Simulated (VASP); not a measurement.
# HfN (Fm-3m) in VASP: notebook

The runs below take HfN through relaxation of cell and atoms, with PBEsol.

All numbers are computed with VASP 6.6.1; they aren't measurements. Logs are shortened: lines on timing, memory, paths and dates and some standing lists are left out, and cuts for length are marked.

## Step 1: The cell of the first run

The structure is cubic, space group Fm-3m (No. 225). Conventional cell: a = 4.590 Å, b = 4.590 Å, c = 4.590 Å, α = 90.00°, β = 90.00°, γ = 90.00°. Hf (site symmetry m-3m) has 6 N at 2.29 Å within 3.0 Å. N (site symmetry m-3m) has 6 Hf at 2.29 Å within 3.0 Å.

## Step 2: Relaxation of cell and atoms, PBEsol

Contents of INCAR:

```
PREC = Accurate
ENCUT = 600
EDIFF = 1E-7
ISMEAR = -1
SIGMA = 0.1
LREAL = F
LASPH = T
NELM = 120
ALGO = Normal
ISIF = 3
LWAVE = F
LCHARG = F
GGA = PS
IBRION = 2
NSW = 80
EDIFFG = -0.01
GGA_COMPAT = F
NELMIN = 4
```

Contents of KPOINTS:

```
Automatic mesh
0
Gamma
  7 7 7
```

Contents of POSCAR:

```
HfN
1.0
    0.0000000000      2.2950000000      2.2950000000
    2.2950000000      0.0000000000      2.2950000000
    2.2950000000      2.2950000000      0.0000000000
Hf N
1 1
Direct
    0.0000000000      0.0000000000      0.0000000000
    0.5000000000      0.5000000000      0.5000000000
```

Potentials or basis: VASP PAW PBE potentials, release 64 (Hf_pv, N).

Command:

```bash
cat potpaw_PBE.64/Hf_pv/POTCAR potpaw_PBE.64/N/POTCAR > POTCAR
mpirun -np 1 vasp_std > vasp.out
```

OUTCAR:

```text
PREC = Accurate
   ENCUT = 600
   EDIFF = 1E-7
   ISMEAR = -1
   LREAL = F
   LASPH = T
   NELM = 120
   ISIF = 3
   GGA = PS
   IBRION = 2
   NSW = 80
   EDIFFG = -0.01
   NELMIN = 4

 ion  position               nearest neighbor table
   1  0.000  0.000  0.000-   2 2.29   2 2.29   2 2.29   2 2.29   2 2.29   2 2.29
   2  0.500  0.500  0.500-   1 2.29   1 2.29   1 2.29   1 2.29   1 2.29   1 2.29

  LATTYP: Found a face centered cubic cell.
 ALAT       =     4.5900000000

  Lattice vectors:

 A1 = (   0.0000000000,   2.2950000000,   2.2950000000)
 A2 = (   2.2950000000,   0.0000000000,   2.2950000000)
 A3 = (   2.2950000000,   2.2950000000,   0.0000000000)

Analysis of symmetry for initial positions (statically):
=====================================================================
 Subroutine PRICEL returns:
 Original cell was already a primitive cell.

 Routine SETGRP: Setting up the symmetry group for a
 face centered cubic supercell.

 Subroutine GETGRP returns: Found 48 space group operations
 (whereof 48 operations were pure point group operations)
 out of a pool of 48 trial point group operations.

The static configuration has the point symmetry O_h .

Analysis of symmetry for dynamics (positions and initial velocities):
=====================================================================
 Subroutine PRICEL returns:
 Original cell was already a primitive cell.

 Routine SETGRP: Setting up the symmetry group for a
 face centered cubic supercell.

 Subroutine GETGRP returns: Found 48 space group operations
 (whereof 48 operations were pure point group operations)
 out of a pool of 48 trial point group operations.

The dynamic configuration has the point symmetry O_h .

 Subroutine INISYM returns: Found 48 space group operations
 (whereof 48 operations are pure point group operations),
 and found     1 'primitive' translations

----------------------------------------------------------------------------------------

                                     Primitive cell

  volume of cell :      24.1756

  direct lattice vectors                    reciprocal lattice vectors
     0.000000000  2.295000000  2.295000000    -0.217864924  0.217864924  0.217864924
     2.295000000  0.000000000  2.295000000     0.217864924 -0.217864924  0.217864924
     2.295000000  2.295000000  0.000000000     0.217864924  0.217864924 -0.217864924

  length of vectors
     3.245620126  3.245620126  3.245620126     0.377353117  0.377353117  0.377353117

  position of ions in fractional coordinates (direct lattice)
     0.000000000  0.000000000  0.000000000
     0.500000000  0.500000000  0.500000000

  ion indices of the primitive-cell ions
   primitive index   ion index
                 1           1
                 2           2

----------------------------------------------------------------------------------------

 KPOINTS: Automatic mesh

Automatic generation of k-mesh.
 Grid dimensions read from file:
 generate k-points for:    7    7    7

 Generating k-lattice:

  Cartesian coordinates                     Fractional coordinates (reciprocal lattice)
    -0.031123561  0.031123561  0.031123561     0.142857143  0.000000000  0.000000000
     0.031123561 -0.031123561  0.031123561     0.000000000  0.142857143  0.000000000
     0.031123561  0.031123561 -0.031123561     0.000000000  0.000000000  0.142857143

  Length of vectors
     0.053907588  0.053907588  0.053907588

  Shift w.r.t. Gamma in fractional coordinates (k-lattice)
     0.000000000  0.000000000  0.000000000

 Subroutine IBZKPT returns following result:
 ===========================================

 Found     20 irreducible k-points:

 Following reciprocal coordinates:
            Coordinates               Weight
  0.000000  0.000000  0.000000      1.000000
  0.142857  0.000000  0.000000      8.000000
  0.285714  0.000000  0.000000      8.000000
  0.428571  0.000000  0.000000      8.000000
  0.142857  0.142857  0.000000      6.000000
  0.285714  0.142857  0.000000     24.000000
[... 12 lines left out ...]
 -0.428571  0.428571  0.142857     24.000000
 -0.285714  0.428571  0.142857     24.000000
   k-points           NKPTS =     20   k-points in BZ     NKDIM =     20   number of bands    NBANDS=     11
   number of dos      NEDOS =    301   number of ions     NIONS =      2
   total plane-waves  NPLWV =  21952
   dimension x,y,z NGX =    28 NGY =   28 NGZ =   28
   dimension x,y,z NGXF=    56 NGYF=   56 NGZF=   56
   ions per type =               1   1
   NGX,Y,Z   is equivalent  to a cutoff of  14.34, 14.34, 14.34 a.u.
   NGXF,Y,Z  is equivalent  to a cutoff of  28.68, 28.68, 28.68 a.u.
 SYSTEM =  unknown system
   PREC   = accura    normal or accurate (medium, high low for compatibility)
   ISTART =      0    job   : 0-new  1-cont  2-samecut
   ICHARG =      2    charge: 1-file 2-atom 10-const
   ISPIN  =      1    spin polarized calculation?
   LNONCOLLINEAR =      F non collinear calculations
   LSORBIT =      F    spin-orbit coupling
   LASPH  =      T    aspherical Exc in radial PAW
   ENCUT  =  600.0 eV  44.10 Ry    6.64 a.u.   6.48  6.48  6.48*2*pi/ulx,y,z
   NELM   =    120;   NELMIN=  4; NELMDL= -5     # of ELM steps
   EDIFF  = 0.1E-06   stopping-criterion for ELM
   LREAL  =      F    real-space projection
   EDIFFG = -.1E-01   stopping-criterion for IOM
   NSW    =     80    number of steps for IOM
   IBRION =      2    ionic relax: 0-MD 1-quasi-New 2-CG
   NFREE  =      1    steps in history (QN), initial steepest desc. (CG)
   ISIF   =      3    stress and relaxation
   ISYM   =      2    0-nonsym 1-usesym 2-fastsym
   POTIM  = 0.5000    time-step for ionic-motion
   TEBEG  =    0.0;   TEEND  =   0.0 temperature during run
   PSTRESS=    0.0 pullay stress
   NELECT =      15.0000    total number of electrons
   NUPDOWN=      -1.0000    fix difference up-down
   EMIN   =  10.00;   EMAX   =-10.00  energy-range for DOS
   EFERMI =   0.00;   METHOD = LEGACY
   ISMEAR =    -1;   SIGMA  =   0.10  broadening in eV -4-tet -1-fermi 0-gaus
   EFERMI_NEDOS =   21; number of points for ismear=-14 and -15
   IALGO  =     38    algorithm
   IMIX   =      4    mixing-type and parameters
     AMIX     =   0.40;   BMIX     =  1.00
     AMIX_MAG =   1.60;   BMIX_MAG =  1.00
  volume/ion in A,a.u.               =      12.09        81.57
  Fermi-wavevector in a.u.,A,eV,Ry     =   1.396302  2.638627 26.526709  1.949658
  Thomas-Fermi vector in A             =   2.519669
   LORBIT       =      0    0 simple, 1 ext, 2 COOP (PROOUT), +10 PAW based schemes
   GGA     = PS    functional components
   LHFCALC =     F    Hartree Fock is set to
   AEXX    =    0.0000 exact exchange contribution
   IVDW    =     0    specifies the selected vdW correction
   LEPSILON=     F    determine dielectric tensor
   LRPA    =     F    only Hartree local field effects (RPA)
 conjugate gradient relaxation of ions
 non-spin polarized calculation
  energy-cutoff  :      600.00
  volume of cell :       24.18
 maximum number of plane-waves:       869
 NGX is ok and might be reduce to    28
   NGX = 13   NGY = 13   NGZ = 13

--------------------------------------- Ionic step        1  -------------------------------------------

 number of electron      14.9999999 magnetization

 Free energy of the ion-electron system (eV)
  ---------------------------------------------------
  ext. energy  EPLUGINS =         0.00000000
  ---------------------------------------------------
  free energy    TOTEN  =       -22.90724957 eV

  energy without entropy =      -22.88328711  energy(sigma->0) =      -22.89526834

------------------------ aborting loop because EDIFF is reached ----------------------------------------

  FORCE on cell =-STRESS in cart. coord.  units (eV):
  Direction    XX          YY          ZZ          XY          YZ          ZX
  --------------------------------------------------------------------------------------
  -------------------------------------------------------------------------------------
  Total       -2.4915269     -2.4915269     -2.4915269      0.0000000     -0.0000000      0.0000000
  in kB     -165.1193957   -165.1193957   -165.1193957      0.0000000     -0.0000000      0.0000000
  external PRESSURE =    -165.1193957 kB  Pullay stress =       0.0000000 kB

 VOLUME and BASIS-vectors are now :
 -----------------------------------------------------------------------------
  energy-cutoff  :      600.00
  volume of cell :       24.18
      direct lattice vectors                 reciprocal lattice vectors
     0.000000000  2.295000000  2.295000000    -0.217864924  0.217864924  0.217864924
     2.295000000  0.000000000  2.295000000     0.217864924 -0.217864924  0.217864924
     2.295000000  2.295000000  0.000000000     0.217864924  0.217864924 -0.217864924

 POSITION                                       TOTAL-FORCE (eV/Angst)
 -----------------------------------------------------------------------------------
      0.00000      0.00000      0.00000        -0.000000     -0.000000     -0.000000
      2.29500      2.29500      2.29500         0.000000      0.000000      0.000000
 -----------------------------------------------------------------------------------
    total drift:                                0.000000      0.000000      0.000000

  FREE ENERGIE OF THE ION-ELECTRON SYSTEM (eV)
  ---------------------------------------------------
  free  energy   TOTEN  =       -22.9072495659 eV
[... 53 lines left out ...]
 VOLUME and BASIS-vectors are now :
 -----------------------------------------------------------------------------
  energy-cutoff  :      600.00
  volume of cell :       22.70
      direct lattice vectors                 reciprocal lattice vectors
     0.000000000  2.247423288  2.247423288    -0.222477004  0.222477004  0.222477004
     2.247423288  0.000000000  2.247423288     0.222477004 -0.222477004  0.222477004
     2.247423288  2.247423288  0.000000000     0.222477004  0.222477004 -0.222477004

 POSITION                                       TOTAL-FORCE (eV/Angst)
 -----------------------------------------------------------------------------------
      0.00000      0.00000      0.00000        -0.000000     -0.000000      0.000000
      2.24742      2.24742      2.24742         0.000000      0.000000     -0.000000
 -----------------------------------------------------------------------------------
    total drift:                                0.000000      0.000000      0.000000

  FREE ENERGIE OF THE ION-ELECTRON SYSTEM (eV)
  ---------------------------------------------------
  free  energy   TOTEN  =       -22.9907157022 eV

  energy  without entropy=      -22.9678077909  energy(sigma->0) =      -22.97926175

--------------------------------------- Ionic step        4  -------------------------------------------

 number of electron      15.0000002 magnetization

 Free energy of the ion-electron system (eV)
  ---------------------------------------------------
  ext. energy  EPLUGINS =         0.00000000
  ---------------------------------------------------
  free energy    TOTEN  =       -22.99084201 eV

  energy without entropy =      -22.96796984  energy(sigma->0) =      -22.97940593

 E-fermi :   8.5274     XC(G=0): -12.9860

 val. band max:        8.3653909522   @ k =   0.1429   0.0000   0.0000
 cond. band min:       8.6175499942   @ k =   0.1429   0.0000   0.0000
 fundamental gap:      0.2521590420
 Fermi energy:         8.5274204733

 k-point     1 :       0.0000    0.0000    0.0000
  band No.  band energies     occupation
      1     -22.6308      2.00000
      2     -22.6308      2.00000
      3     -22.6308      2.00000
      4      -9.1922      2.00000
      5       5.3454      2.00000
      6       5.3454      2.00000
      7       5.3454      2.00000
      8       7.9755      1.99202
      9       7.9755      1.99202
     10       7.9755      1.99202
     11      10.3352      0.00000

 k-point     2 :       0.1429    0.0000    0.0000
  band No.  band energies     occupation
      1     -22.8437      2.00000
      2     -22.6483      2.00000
      3     -22.6483      2.00000
      4      -8.7156      2.00000
      5       3.6998      2.00000
      6       4.3485      2.00000
      7       4.3485      2.00000
      8       8.3654      1.66967
      9       8.6175      0.57757
     10       8.6176      0.57757
     11      11.6255      0.00000

 k-point     3 :       0.2857    0.0000    0.0000
  band No.  band energies     occupation
      1     -23.2892      2.00000
      2     -22.6875      2.00000
      3     -22.6875      2.00000
      4      -7.5766      2.00000
      5       1.2860      2.00000
      6       2.9728      2.00000
      7       2.9728      2.00000
      8       9.2268      0.00183
      9      10.1515      0.00000
     10      10.1515      0.00000
     11      13.5888      0.00000
[... 249 lines left out ...]
 VOLUME and BASIS-vectors are now :
 -----------------------------------------------------------------------------
  energy-cutoff  :      600.00
  volume of cell :       22.65
      direct lattice vectors                 reciprocal lattice vectors
     0.000000000  2.245832618  2.245832618    -0.222634579  0.222634579  0.222634579
     2.245832618  0.000000000  2.245832618     0.222634579 -0.222634579  0.222634579
     2.245832618  2.245832618  0.000000000     0.222634579  0.222634579 -0.222634579

 POSITION                                       TOTAL-FORCE (eV/Angst)
 -----------------------------------------------------------------------------------
      4.49167      4.49167      4.49167        -0.000000      0.000000     -0.000000
      2.24583      2.24583      2.24583         0.000000     -0.000000      0.000000
 -----------------------------------------------------------------------------------
    total drift:                                0.000000      0.000000      0.000000

  FREE ENERGIE OF THE ION-ELECTRON SYSTEM (eV)
  ---------------------------------------------------
  free  energy   TOTEN  =       -22.9908420109 eV

  energy  without entropy=      -22.9679698405  energy(sigma->0) =      -22.97940593

 reached required accuracy - stopping structural energy minimisation
```

Wall time 30 s (1 thread of Intel Xeon Platinum 8259CL at 2.50GHz (Skylake/Cascade Lake), shared host); peak memory 0.17 GiB.

What came out:

```yaml
Free_energy: -22.9908 eV
Relaxed_volume: 11.33 Å³/atom
Relaxed_cell: a = 3.176 Å, b = 3.176 Å, c = 3.176 Å, α = 60.00°, β = 60.00°, γ = 60.00°
Space_group_after_relaxing_to_0.1_Å: Fm-3m (No. 225)
Energy_gained_by_relaxing: 41.8 meV/atom
Ionic_steps: 4
Pressure_after_relaxing: -0.1 GPa
Band_gap_on_the_k_mesh: zero (an odd number of electrons rules out a gap without spin polarisation)
```

Step by step:
```tsv
step	energy change (eV)	largest force (eV/Å)	pressure (GPa)	volume (Å³)
1	0.0000	0.0000	-16.51	24.18
2	0.2459	0.0000	45.70	20.07
3	-0.0835	0.0000	-0.72	22.70
4	-0.0836	0.0000	-0.11	22.65
```

Final structure:
```cif
data_structure
_symmetry_space_group_name_H-M 'P 1'
_symmetry_Int_Tables_number 1
_cell_length_a 3.1761
_cell_length_b 3.1761
_cell_length_c 3.1761
_cell_angle_alpha 60.000
_cell_angle_beta 60.000
_cell_angle_gamma 60.000
_cell_volume 22.65
loop_
_atom_site_label
_atom_site_type_symbol
_atom_site_fract_x
_atom_site_fract_y
_atom_site_fract_z
_atom_site_occupancy
Hf1 Hf 0.00000 0.00000 0.00000 1
N1 N 0.50000 0.50000 0.50000 1
```

Levels at points of the mesh, in eV from the Fermi level:
```tsv
k point	band 5	band 6	band 7	band 8	band 9	band 10	band 11
(0.00, 0.00, 0.00)	-3.18	-3.18	-3.18	-0.55	-0.55	-0.55	1.81
```

Caveat: the PAW data sets were made with another functional, which shifts forces and pressure a little; spin-orbit coupling is left out, which moves the levels of the heavy elements.

## Step 3: Relaxation of cell and atoms, PBEsol, target pressure 5 GPa, at which the enthalpy is minimised

Contents of INCAR:

```
PREC = Accurate ; ENCUT = 600
EDIFF = 1E-7 ; ISMEAR = -1
SIGMA = 0.1 ; LREAL = F
LASPH = T ; NELM = 120
ALGO = Normal ; ISIF = 3
LWAVE = F ; LCHARG = F
GGA = PS ; IBRION = 2
NSW = 80 ; EDIFFG = -0.01
PSTRESS = 50.0 ; GGA_COMPAT = F
NELMIN = 4
```

Contents of KPOINTS:

```
regular mesh
0
Gamma
  7 7 7
```

POSCAR is that of step 2.

Potentials or basis: VASP PAW PBE potentials, release 64 (Hf_pv, N).

Command:

```bash
cat potpaw_PBE.64/Hf_pv/POTCAR potpaw_PBE.64/N/POTCAR > POTCAR
mpirun -np 1 vasp_std > vasp.out
```

Wall time 46 s (1 thread of Intel Xeon Platinum 8259CL at 2.50GHz (Skylake/Cascade Lake), shared host); peak memory 0.17 GiB.

The run converged. Its results:

```yaml
Free_energy: -22.9851 eV
Relaxed_volume: 11.14 Å³/atom
Relaxed_cell: a = 3.158 Å, b = 3.158 Å, c = 3.158 Å, α = 60.00°, β = 60.00°, γ = 60.00°
Space_group_after_relaxing_to_0.1_Å: Fm-3m (No. 225)
Energy_change_on_relaxing_the_run_minimises_the_enthalpy: -38.9 meV/atom
Ionic_steps: 7
Pressure_after_relaxing: 5.0 GPa
Band_gap_on_the_k_mesh: zero (an odd number of electrons rules out a gap without spin polarisation)
```

Step by step:
```tsv
step	energy change (eV)	largest force (eV/Å)	pressure (GPa)	volume (Å³)
1	0.0000	0.0000	-16.51	24.18
2	0.6788	0.0000	77.08	18.93
3	-0.0806	0.0000	3.63	22.37
4	-0.0785	0.0000	4.74	22.29
5	-0.0773	0.0000	5.25	22.26
6	-0.0788	0.0000	4.57	22.31
7	-0.0779	0.0000	5.01	22.27
```

Final structure:
```
Hf N
1.0
     0.00000    2.23320    2.23320
     2.23320    0.00000    2.23320
     2.23320    2.23320    0.00000
Hf N
1 1
Direct
  0.00000 0.00000 0.00000
  0.50000 0.50000 0.50000
```

Levels at points of the mesh, in eV from the Fermi level:
| k point | band 5 | band 6 | band 7 | band 8 | band 9 | band 10 | band 11 |
| --- | --- | --- | --- | --- | --- | --- | --- |
| (0.00, 0.00, 0.00) | -3.21 | -3.21 | -3.21 | -0.57 | -0.57 | -0.57 | 1.97 |

Caveat: the cell is relaxed towards a set pressure, so the run minimises the enthalpy, not the energy; the PAW data sets were made with another functional, which shifts forces and pressure a little; spin-orbit coupling is left out, which moves the levels of the heavy elements.
